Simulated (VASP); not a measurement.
# Al2O3 (P-3m1) in VASP: further runs

Al2O3 is run at these levels: PBE+D3(BJ); tasks: single point.

Everything below comes from runs of VASP 6.6.1. Logs are shortened: lines on timing, memory, paths and dates and some standing lists are left out, and cuts for length are marked.

## 1. The cell of the first run

It takes space group P-3m1 (No. 164, trigonal). Conventional cell: a = 2.923 Å, b = 2.923 Å, c = 8.072 Å, α = 90.00°, β = 90.00°, γ = 120.00°. Al (site symmetry 3m) has 4 O at 1.79 to 1.80 Å within 2.4 Å. Within 2.4 Å of O (site symmetry 3m) lie 3 Al at 1.80 Å. Within 2.4 Å of O (site symmetry -3m) lie 2 Al at 1.79 Å.

## 2. Single point, PBE+D3(BJ)

INCAR

```
SYSTEM = Al2O3
PREC = Accurate
ENCUT = 520
EDIFF = 1E-6
ISMEAR = 0
SIGMA = 0.05
LREAL = .FALSE.
LASPH = .TRUE.
NELM = 60
ALGO = Normal
ISIF = 2
LWAVE = .FALSE.
LCHARG = .FALSE.
GGA = PE
IVDW = 12
NBANDS = 20
```

KPOINTS

```
regular mesh
0
G
  12 12 4
  0 0 0
```

POSCAR

```
Al2O3
1.0
    2.9231237712      0.0000000000      0.0000000000
   -1.4615618856      2.5314994443      0.0000000000
    0.0000000000      0.0000000000      8.0715490666
Al O
2 3
Direct
    0.0000000000      0.0000000000      0.2779510000
    0.0000000000      0.0000000000      0.7220490000
    0.3333333333      0.6666666667      0.1994540000
    0.6666666667      0.3333333333      0.8005460000
    0.0000000000      0.0000000000      0.5000000000
```

Potentials or basis: VASP PAW PBE potentials, release 64 (Al, O).

Launch:

```bash
cat potpaw_PBE.64/Al/POTCAR potpaw_PBE.64/O/POTCAR > POTCAR
mpirun -np 1 vasp_std > vasp.out
```

OUTCAR:

```text
SYSTEM = Al2O3
   PREC = Accurate
   ENCUT = 520
   EDIFF = 1E-6
   ISMEAR = 0
   LREAL = .FALSE.
   LASPH = .TRUE.
   NELM = 60
   ISIF = 2
   GGA = PE
   IVDW = 12
 IVDW          = 12

 ion  position               nearest neighbor table
   1  0.000  0.000  0.278-   5 1.79   3 1.80   3 1.80   3 1.80
   2  0.000  0.000  0.722-   5 1.79   4 1.80   4 1.80   4 1.80
   3  0.333  0.667  0.199-   1 1.80   1 1.80   1 1.80
   4  0.667  0.333  0.801-   2 1.80   2 1.80   2 1.80
   5  0.000  0.000  0.500-   1 1.79   2 1.79

  LATTYP: Found a hexagonal cell.
 ALAT       =     2.9231237712
 C/A-ratio  =     2.7612751626

  Lattice vectors:

 A1 = (   2.9231237712,   0.0000000000,   0.0000000000)
 A2 = (  -1.4615618856,   2.5314994443,   0.0000000000)
 A3 = (   0.0000000000,   0.0000000000,   8.0715490666)

Analysis of symmetry for initial positions (statically):
=====================================================================
 Subroutine PRICEL returns:
 Original cell was already a primitive cell.

 Routine SETGRP: Setting up the symmetry group for a
 hexagonal supercell.

 Subroutine GETGRP returns: Found 12 space group operations
 (whereof 12 operations were pure point group operations)
 out of a pool of 24 trial point group operations.

The static configuration has the point symmetry D_3d.

Analysis of symmetry for dynamics (positions and initial velocities):
=====================================================================
 Subroutine PRICEL returns:
 Original cell was already a primitive cell.

 Routine SETGRP: Setting up the symmetry group for a
 hexagonal supercell.

 Subroutine GETGRP returns: Found 12 space group operations
 (whereof 12 operations were pure point group operations)
 out of a pool of 24 trial point group operations.

The dynamic configuration has the point symmetry D_3d.

 Subroutine INISYM returns: Found 12 space group operations
 (whereof 12 operations are pure point group operations),
 and found     1 'primitive' translations

----------------------------------------------------------------------------------------

                                     Primitive cell

  volume of cell :      59.7285

  direct lattice vectors                    reciprocal lattice vectors
     2.923123771  0.000000000  0.000000000     0.342099780  0.197511400  0.000000000
    -1.461561886  2.531499444  0.000000000     0.000000000  0.395022801  0.000000000
     0.000000000  0.000000000  8.071549067     0.000000000  0.000000000  0.123891956

[... 92 lines left out ...]
   NSW    =      0    number of steps for IOM
   IBRION =     -1    ionic relax: 0-MD 1-quasi-New 2-CG
   NFREE  =      0    steps in history (QN), initial steepest desc. (CG)
   ISIF   =      2    stress and relaxation
   ISYM   =      2    0-nonsym 1-usesym 2-fastsym
   POTIM  = 0.5000    time-step for ionic-motion
   TEBEG  =    0.0;   TEEND  =   0.0 temperature during run
   PSTRESS=    0.0 pullay stress
   NELECT =      24.0000    total number of electrons
   NUPDOWN=      -1.0000    fix difference up-down
   EMIN   =  10.00;   EMAX   =-10.00  energy-range for DOS
   EFERMI =   0.00;   METHOD = LEGACY
   ISMEAR =     0;   SIGMA  =   0.05  broadening in eV -4-tet -1-fermi 0-gaus
   EFERMI_NEDOS =   21; number of points for ismear=-14 and -15
   IALGO  =     38    algorithm
   IMIX   =      4    mixing-type and parameters
     AMIX     =   0.40;   BMIX     =  1.00
     AMIX_MAG =   1.60;   BMIX_MAG =  1.00
  volume/ion in A,a.u.               =      11.95        80.61
  Fermi-wavevector in a.u.,A,eV,Ry     =   1.208049  2.282882 19.856107  1.459383
  Thomas-Fermi vector in A             =   2.343669
   LORBIT       =      0    0 simple, 1 ext, 2 COOP (PROOUT), +10 PAW based schemes
   GGA     = PE    functional components
   LHFCALC =     F    Hartree Fock is set to
   AEXX    =    0.0000 exact exchange contribution
   IVDW    =    12    specifies the selected vdW correction
   LEPSILON=     F    determine dielectric tensor
   LRPA    =     F    only Hartree local field effects (RPA)
 non-spin polarized calculation
 Gauss-broadening in eV      SIGMA  =   0.05
  energy-cutoff  :      520.00
  volume of cell :       59.73
 maximum number of plane-waves:      1650
 NGX is ok and might be reduce to    24
   NGX = 11   NGY = 11   NGZ = 31

 number of electron      23.9999985 magnetization

 Free energy of the ion-electron system (eV)
  ---------------------------------------------------
  ext. energy  EPLUGINS =         0.00000000
  ---------------------------------------------------
  free energy    TOTEN  =       -35.71176389 eV

  energy without entropy =      -35.71176389  energy(sigma->0) =      -35.71176389

 E-fermi :   5.1912     XC(G=0):  -9.6784

 val. band max:        4.9171919658   @ k =   0.0000   0.0000   0.0000
 cond. band min:       6.1404834204   @ k =   0.0000   0.0000   0.0000
 fundamental gap:      1.2232914545
 Fermi energy:         5.1912076131

 k-point     1 :       0.0000    0.0000    0.0000
  band No.  band energies     occupation
      1     -16.3696      2.00000
      2     -16.2756      2.00000
      3     -12.3145      2.00000
      4      -2.1310      2.00000
      5      -1.2230      2.00000
      6      -0.1749      2.00000
[... 541 lines left out ...]
     19      16.0221      0.00000
     20      17.0636      0.00000

 [... further k-points ...]

------------------------ aborting loop because EDIFF is reached ----------------------------------------

 Edisp (eV)   -0.83521

 E8    (eV) :    -0.3147

  FORCE on cell =-STRESS in cart. coord.  units (eV):
  Direction    XX          YY          ZZ          XY          YZ          ZX
  --------------------------------------------------------------------------------------
  -------------------------------------------------------------------------------------
  Total       3.76099     3.76099   -11.06603     0.00000     0.00000     0.00000
  in kB     100.88611   100.88611  -296.83871     0.00000     0.00000     0.00000
  external pressure =      -31.69 kB  Pullay stress =        0.00 kB

 VOLUME and BASIS-vectors are now :
 -----------------------------------------------------------------------------
  energy-cutoff  :      520.00
  volume of cell :       59.73
      direct lattice vectors                 reciprocal lattice vectors
     2.923123771  0.000000000  0.000000000     0.342099780  0.197511400  0.000000000
    -1.461561886  2.531499444  0.000000000     0.000000000  0.395022801  0.000000000
     0.000000000  0.000000000  8.071549067     0.000000000  0.000000000  0.123891956

 POSITION                                       TOTAL-FORCE (eV/Angst)
 -----------------------------------------------------------------------------------
      0.00000      0.00000      2.24350        -0.000000      0.000000      2.846141
      0.00000      0.00000      5.82805        -0.000000     -0.000000     -2.846141
     -0.00000      1.68767      1.60990        -0.000000      0.000000      0.063019
      1.46156      0.84383      6.46165         0.000000     -0.000000     -0.063019
      0.00000      0.00000      4.03577        -0.000000     -0.000000      0.000000
 -----------------------------------------------------------------------------------
    total drift:                                0.000000      0.000000     -0.000000

  FREE ENERGIE OF THE ION-ELECTRON SYSTEM (eV)
  ---------------------------------------------------
  free  energy   TOTEN  =       -36.5469759733 eV

  energy  without entropy=      -36.5469759733  energy(sigma->0) =      -36.54697597
```

OSZICAR:

```text
N       E                     dE             d eps       ncg     rms          rms(c)
DAV:   1     0.103989353541E+03    0.10399E+03   -0.12449E+04  2768   0.109E+03
DAV:   2    -0.340729735125E+02   -0.13806E+03   -0.13414E+03  3388   0.242E+02
DAV:   3    -0.410251467612E+02   -0.69522E+01   -0.69288E+01  3504   0.566E+01
DAV:   4    -0.410807659362E+02   -0.55619E-01   -0.55604E-01  3488   0.562E+00
DAV:   5    -0.410814754674E+02   -0.70953E-03   -0.70952E-03  3484   0.610E-01    0.136E+01
DAV:   6    -0.358644991134E+02    0.52170E+01   -0.18875E+01  3060   0.281E+01    0.507E+00
DAV:   7    -0.357809790962E+02    0.83520E-01   -0.38594E-01  3280   0.444E+00    0.267E+00
DAV:   8    -0.357163004863E+02    0.64679E-01   -0.10506E-01  3600   0.294E+00    0.778E-01
DAV:   9    -0.357102900959E+02    0.60104E-02   -0.47146E-02  3780   0.168E+00    0.268E-01
DAV:  10    -0.357115085668E+02   -0.12185E-02   -0.35342E-03  3148   0.420E-01    0.108E-01
DAV:  11    -0.357117570001E+02   -0.24843E-03   -0.91674E-04  3192   0.207E-01    0.310E-02
DAV:  12    -0.357117573164E+02   -0.31631E-06   -0.11499E-04  3764   0.775E-02    0.153E-02
DAV:  13    -0.357117624215E+02   -0.51051E-05   -0.14591E-05  3196   0.300E-02    0.807E-03
DAV:  14    -0.357117637369E+02   -0.13154E-05   -0.23451E-06  3088   0.126E-02    0.178E-03
DAV:  15    -0.357117638933E+02   -0.15643E-06   -0.15884E-07  2324   0.333E-03
   1 F= -.36546976E+02 E0= -.36546976E+02  d E =-.351371E-16
```

Wall time 28 s (1 thread of Intel Xeon 6975P-C (Granite Rapids), shared host); peak memory 0.22 GiB.

Results:

| Item | Value |
| --- | --- |
| Free energy | -36.5470 eV |
| Pressure | -3.2 GPa |
| Largest force | 2.846 eV/Å |
| Band gap on the k mesh | 1.22 eV, direct |
| Dispersion energy per atom | -0.167 eV |

Forces on the atoms (eV/Å):
```
Al   0.000  0.000  2.846
Al   0.000  0.000 -2.846
O    0.000  0.000  0.063
O    0.000  0.000 -0.063
O    0.000  0.000  0.000
```

Levels at points of the mesh, in eV from the valence-band top:
```
           k point  band 9  band 10  band 11  band 12  band 13  band 14  band 15  band 16
(0.00, 0.00, 0.00)   -5.08    -3.62     0.00     0.00     1.22     3.31     6.05     8.92
(0.50, 0.00, 0.00)   -4.72    -4.11    -2.70    -0.59     3.31     4.86     7.18     7.82
(0.00, 0.00, 0.50)   -5.08    -4.11     0.00     0.00     2.06     2.40     7.01     7.22
(0.50, 0.00, 0.50)   -4.88    -4.07    -2.68    -0.59     3.60     4.47     6.76     7.98
```

Caveat: forces of over 1 eV/Å act on the atoms, so gaps and moduli don't describe the material at rest. A k mesh can miss the band edges.

(Part 1 of 2 ends here.)
